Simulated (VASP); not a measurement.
# Sc2BeSb2 (I4/mmm) in VASP: notebook

The runs below take Sc2BeSb2 through single point, relaxation of cell and atoms, with PBE.

All numbers are computed with VASP 6.6.1; they aren't measurements. Logs are shortened: lines on timing, memory, paths and dates and some standing lists are left out, and cuts for length are marked.

## Step 1: The cell of the first run

The structure is tetragonal, space group I4/mmm (No. 139). The conventional cell has a = 4.089 Å, b = 4.089 Å, c = 14.806 Å, α = 90.00°, β = 90.00°, γ = 90.00°. Within 3.9 Å of Sc (site symmetry 4mm) lie 1 Sc at 2.95 Å and 4 Sb at 3.02 Å and 4 Be at 3.24 Å. Within 4.3 Å of Be (site symmetry 4/mmm) lie 8 Sc at 3.24 Å and 4 Be at 4.09 Å and 8 Sb at 4.23 Å. Sb (site symmetry -4m2) has 4 Sb at 2.89 Å and 4 Sc at 3.02 Å within 3.8 Å.

## Step 2: Single point, PBE

Input file INCAR:

```
  ALGO = Fast
  EDIFF = 1E-7
  ENCUT = 520
  GGA = PE
  ISIF = 2
  ISMEAR = 0
  LASPH = T
  LCHARG = T
  LELF = T
  LREAL = F
  LVHAR = T
  LWAVE = F
  NBANDS = 25
  NELM = 80
  PREC = Accurate
  SIGMA = 0.1
```

Input file KPOINTS:

```
k-points
0
Gamma
  6 6 6
```

Input file POSCAR:

```
Sc2BeSb2
1.0
   -2.0442927960      2.0442927960      7.4027615308
    2.0442927960     -2.0442927960      7.4027615308
    2.0442927960      2.0442927960     -7.4027615308
Sc Be Sb
2 1 2
Direct
    0.5994645036      0.5994645036      0.0000000000
    0.4005354964      0.4005354964      0.0000000000
    0.0000000000      0.0000000000      0.0000000000
    0.2500000000      0.7500000000      0.5000000000
    0.7500000000      0.2500000000      0.5000000000
```

Potentials or basis: VASP PAW PBE potentials, release 64 (Sc_sv, Be, Sb).

On the command line:

```bash
$ cat potpaw_PBE.64/Sc_sv/POTCAR potpaw_PBE.64/Be/POTCAR potpaw_PBE.64/Sb/POTCAR > POTCAR
$ mpirun -np 1 vasp_std > vasp.out
```

OUTCAR:

```text
EDIFF = 1E-7
   ENCUT = 520
   GGA = PE
   ISIF = 2
   ISMEAR = 0
   LASPH = T
   LREAL = F
   NELM = 80
   PREC = Accurate

 ion  position               nearest neighbor table
   1  0.599  0.599  0.000-   2 2.95   5 3.02   4 3.02   4 3.02   5 3.02
   2  0.401  0.401  0.000-   1 2.95   4 3.02   5 3.02   4 3.02   5 3.02
   3  0.000  0.000  0.000-
   4  0.250  0.750  0.500-   5 2.89   5 2.89   5 2.89   5 2.89   2 3.02   1 3.02   1 3.02   2 3.02

   5  0.750  0.250  0.500-   4 2.89   4 2.89   4 2.89   4 2.89   2 3.02   1 3.02   1 3.02   2 3.02

  LATTYP: Found a body centered tetragonal cell.
 ALAT       =     4.0885855920
 C/A-ratio  =     3.6211845707

  Lattice vectors:

 A1 = (  -2.0442927960,   2.0442927960,   7.4027615308)
 A2 = (   2.0442927960,  -2.0442927960,   7.4027615308)
 A3 = (   2.0442927960,   2.0442927960,  -7.4027615308)

Analysis of symmetry for initial positions (statically):
=====================================================================
 Subroutine PRICEL returns:
 Original cell was already a primitive cell.

 Routine SETGRP: Setting up the symmetry group for a
 body centered tetragonal supercell.

 Subroutine GETGRP returns: Found 16 space group operations
 (whereof 16 operations were pure point group operations)
 out of a pool of 16 trial point group operations.

The static configuration has the point symmetry D_4h.

Analysis of symmetry for dynamics (positions and initial velocities):
=====================================================================
 Subroutine PRICEL returns:
 Original cell was already a primitive cell.

 Routine SETGRP: Setting up the symmetry group for a
 body centered tetragonal supercell.

 Subroutine GETGRP returns: Found 16 space group operations
 (whereof 16 operations were pure point group operations)
 out of a pool of 16 trial point group operations.

The dynamic configuration has the point symmetry D_4h.

 Subroutine INISYM returns: Found 16 space group operations
 (whereof 16 operations are pure point group operations),
 and found     1 'primitive' translations

----------------------------------------------------------------------------------------

                                     Primitive cell

  volume of cell :     123.7485

  direct lattice vectors                    reciprocal lattice vectors
    -2.044292796  2.044292796  7.402761531     0.000000000  0.244583360  0.067542362
     2.044292796 -2.044292796  7.402761531     0.244583360  0.000000000  0.067542362
     2.044292796  2.044292796 -7.402761531     0.244583360  0.244583360  0.000000000

  length of vectors
     7.947272762  7.947272762  7.947272762     0.253738035  0.253738035  0.345893104

  position of ions in fractional coordinates (direct lattice)
     0.599464504  0.599464504  0.000000000
     0.400535496  0.400535496  0.000000000
     0.000000000  0.000000000  0.000000000
     0.250000000  0.750000000  0.500000000
     0.750000000  0.250000000  0.500000000

  ion indices of the primitive-cell ions
   primitive index   ion index
                 1           1
                 2           2
                 3           3
                 4           4
                 5           5

----------------------------------------------------------------------------------------

 KPOINTS: k-points

Automatic generation of k-mesh.
 Grid dimensions read from file:
 generate k-points for:    6    6    6

 Generating k-lattice:

  Cartesian coordinates                     Fractional coordinates (reciprocal lattice)
     0.000000000  0.040763893  0.011257060     0.166666667  0.000000000  0.000000000
     0.040763893  0.000000000  0.011257060     0.000000000  0.166666667  0.000000000
     0.040763893  0.040763893  0.000000000     0.000000000  0.000000000  0.166666667

  Length of vectors
     0.042289673  0.042289673  0.057648851

  Shift w.r.t. Gamma in fractional coordinates (k-lattice)
     0.000000000  0.000000000  0.000000000

 Subroutine IBZKPT returns following result:
 ===========================================

 Found     30 irreducible k-points:

 Following reciprocal coordinates:
            Coordinates               Weight
  0.000000  0.000000  0.000000      1.000000
  0.166667  0.000000  0.000000      8.000000
  0.333333 -0.000000  0.000000      8.000000
  0.500000  0.000000  0.000000      4.000000
  0.166667  0.166667  0.000000      8.000000
  0.333333  0.166667  0.000000     16.000000
[... 16 lines left out ...]
 -0.333333 -0.333333  0.166667      8.000000
 -0.166667 -0.333333  0.166667      8.000000
 [... further k-points ...]
   k-points           NKPTS =     30   k-points in BZ     NKDIM =     30   number of bands    NBANDS=     25
   number of dos      NEDOS =    301   number of ions     NIONS =      5
   total plane-waves  NPLWV = 216000
   dimension x,y,z NGX =    60 NGY =   60 NGZ =   60
   dimension x,y,z NGXF=   120 NGYF=  120 NGZF=  120
   ions per type =               2   1   2
   NGX,Y,Z   is equivalent  to a cutoff of  12.55, 12.55, 12.55 a.u.
   NGXF,Y,Z  is equivalent  to a cutoff of  25.10, 25.10, 25.10 a.u.
 SYSTEM =  unknown system
   PREC   = accura    normal or accurate (medium, high low for compatibility)
   ISTART =      0    job   : 0-new  1-cont  2-samecut
   ICHARG =      2    charge: 1-file 2-atom 10-const
   ISPIN  =      1    spin polarized calculation?
   LNONCOLLINEAR =      F non collinear calculations
   LSORBIT =      F    spin-orbit coupling
   LASPH  =      T    aspherical Exc in radial PAW
   ENCUT  =  520.0 eV  38.22 Ry    6.18 a.u.  14.78 14.78 14.78*2*pi/ulx,y,z
   NELM   =     80;   NELMIN=  2; NELMDL= -5     # of ELM steps
   EDIFF  = 0.1E-06   stopping-criterion for ELM
   LREAL  =      F    real-space projection
   EDIFFG = 0.1E-05   stopping-criterion for IOM
   NSW    =      0    number of steps for IOM
   IBRION =     -1    ionic relax: 0-MD 1-quasi-New 2-CG
   NFREE  =      0    steps in history (QN), initial steepest desc. (CG)
   ISIF   =      2    stress and relaxation
   ISYM   =      2    0-nonsym 1-usesym 2-fastsym
   POTIM  = 0.5000    time-step for ionic-motion
   TEBEG  =    0.0;   TEEND  =   0.0 temperature during run
   PSTRESS=    0.0 pullay stress
   NELECT =      34.0000    total number of electrons
   NUPDOWN=      -1.0000    fix difference up-down
   EMIN   =  10.00;   EMAX   =-10.00  energy-range for DOS
   EFERMI =   0.00;   METHOD = LEGACY
   ISMEAR =     0;   SIGMA  =   0.10  broadening in eV -4-tet -1-fermi 0-gaus
   EFERMI_NEDOS =   21; number of points for ismear=-14 and -15
   IALGO  =     68    algorithm
   IMIX   =      4    mixing-type and parameters
     AMIX     =   0.40;   BMIX     =  1.00
     AMIX_MAG =   1.60;   BMIX_MAG =  1.00
  volume/ion in A,a.u.               =      24.75       167.02
  Fermi-wavevector in a.u.,A,eV,Ry     =   1.064277  2.011191 15.411109  1.132685
  Thomas-Fermi vector in A             =   2.199790
   LORBIT       =      0    0 simple, 1 ext, 2 COOP (PROOUT), +10 PAW based schemes
   GGA     = PE    functional components
   LHFCALC =     F    Hartree Fock is set to
   AEXX    =    0.0000 exact exchange contribution
   IVDW    =     0    specifies the selected vdW correction
   LEPSILON=     F    determine dielectric tensor
   LRPA    =     F    only Hartree local field effects (RPA)
 non-spin polarized calculation
 RMM-DIIS sequential band-by-band and
 Gauss-broadening in eV      SIGMA  =   0.10
  energy-cutoff  :      520.00
  volume of cell :      123.75
 maximum number of plane-waves:      3356
   NGX = 29   NGY = 29   NGZ = 29

 number of electron      33.9999999 magnetization

 Free energy of the ion-electron system (eV)
  ---------------------------------------------------
  ext. energy  EPLUGINS =         0.00000000
  ---------------------------------------------------
  free energy    TOTEN  =       -23.58977682 eV

  energy without entropy =      -23.55210561  energy(sigma->0) =      -23.57094121

 E-fermi :   5.4117     XC(G=0):  -9.5503

 val. band max:        5.4094042211   @ k =  -0.1667  -0.3333   0.1667
 cond. band min:       5.4189106520   @ k =  -0.3333  -0.3333   0.1667
 fundamental gap:      0.0095064309
 Fermi energy:         5.4117074138

 k-point     1 :       0.0000    0.0000    0.0000
  band No.  band energies     occupation
      1     -44.5723      2.00000
      2     -44.5403      2.00000
      3     -23.3171      2.00000
      4     -23.1969      2.00000
      5     -23.1969      2.00000
      6     -23.1692      2.00000
[... 17 lines left out ...]
     24       8.2136      0.00000
     25       8.2136      0.00000

 k-point     2 :       0.1667    0.0000    0.0000
  band No.  band energies     occupation
      1     -44.5720      2.00000
      2     -44.5401      2.00000
      3     -23.3156      2.00000
      4     -23.2024      2.00000
      5     -23.1966      2.00000
      6     -23.1741      2.00000
[... 17 lines left out ...]
     24       8.1001      0.00000
     25       8.4557      0.00000

 k-point     3 :       0.3333   -0.0000    0.0000
  band No.  band energies     occupation
      1     -44.5715      2.00000
      2     -44.5396      2.00000
      3     -23.3124      2.00000
      4     -23.2132      2.00000
      5     -23.1960      2.00000
      6     -23.1837      2.00000
[... 552 lines left out ...]
 k-point    23 :      -0.3333   -0.3333    0.1667
  band No.  band energies     occupation
      1     -44.5717      2.00000
      2     -44.5399      2.00000
      3     -23.3117      2.00000
      4     -23.2024      2.00000
      5     -23.2023      2.00000
      6     -23.1734      2.00000
[... 17 lines left out ...]
     24       7.4176      0.00000
     25       8.3190      0.00000

 k-point    24 :      -0.1667   -0.3333    0.1667
  band No.  band energies     occupation
      1     -44.5720      2.00000
      2     -44.5401      2.00000
      3     -23.3136      2.00000
      4     -23.2027      2.00000
      5     -23.1969      2.00000
      6     -23.1738      2.00000
[... 17 lines left out ...]
     24       7.6636      0.00000
     25       8.4494      0.00000

 [... further k-points ...]

------------------------ aborting loop because EDIFF is reached ----------------------------------------

  FORCE on cell =-STRESS in cart. coord.  units (eV):
  Direction    XX          YY          ZZ          XY          YZ          ZX
  --------------------------------------------------------------------------------------
  -------------------------------------------------------------------------------------
  Total        0.1878879      0.1878879      0.2799187      0.0000000      0.0000000      0.0000000
  in kB        2.4325935      2.4325935      3.6241193      0.0000000      0.0000000      0.0000000
  external PRESSURE =       2.8297688 kB  Pullay stress =       0.0000000 kB

 VOLUME and BASIS-vectors are now :
 -----------------------------------------------------------------------------
  energy-cutoff  :      520.00
  volume of cell :      123.75
      direct lattice vectors                 reciprocal lattice vectors
    -2.044292796  2.044292796  7.402761531     0.000000000  0.244583360  0.067542362
     2.044292796 -2.044292796  7.402761531     0.244583360  0.000000000  0.067542362
     2.044292796  2.044292796 -7.402761531     0.244583360  0.244583360  0.000000000

 POSITION                                       TOTAL-FORCE (eV/Angst)
 -----------------------------------------------------------------------------------
      0.00000      0.00000      8.87539         0.000000      0.000000     -0.010620
      0.00000      0.00000      5.93014         0.000000      0.000000      0.010620
      0.00000      0.00000      0.00000        -0.000000     -0.000000     -0.000000
      2.04429      0.00000      3.70138        -0.000000     -0.000000      0.000000
      0.00000      2.04429      3.70138        -0.000000     -0.000000     -0.000000
 -----------------------------------------------------------------------------------
    total drift:                               -0.000000     -0.000000     -0.000000

  FREE ENERGIE OF THE ION-ELECTRON SYSTEM (eV)
  ---------------------------------------------------
  free  energy   TOTEN  =       -23.5897768154 eV

  energy  without entropy=      -23.5521056103  energy(sigma->0) =      -23.57094121
```

Run time: 5.9 min. Hardware: 1 thread of Oxide Virtual Turin-like, shared host; peak memory 0.5 GiB.

What came out:

| Quantity | Value |
| --- | --- |
| Free energy | -23.5898 eV |
| Pressure | 0.3 GPa |
| Largest force | 0.011 eV/Å |
| Band gap on the k mesh | zero (bands 17 and 18 overlap by 0.66 eV) |

Forces on the atoms (eV/Å):
```
Sc   0.000  0.000 -0.011
Sc   0.000  0.000  0.011
Be   0.000  0.000  0.000
Sb   0.000  0.000  0.000
Sb   0.000  0.000  0.000
```

Caveat: spin-orbit coupling is left out, which moves the levels of the heavy elements.

(Part 1 of 2 ends here.)
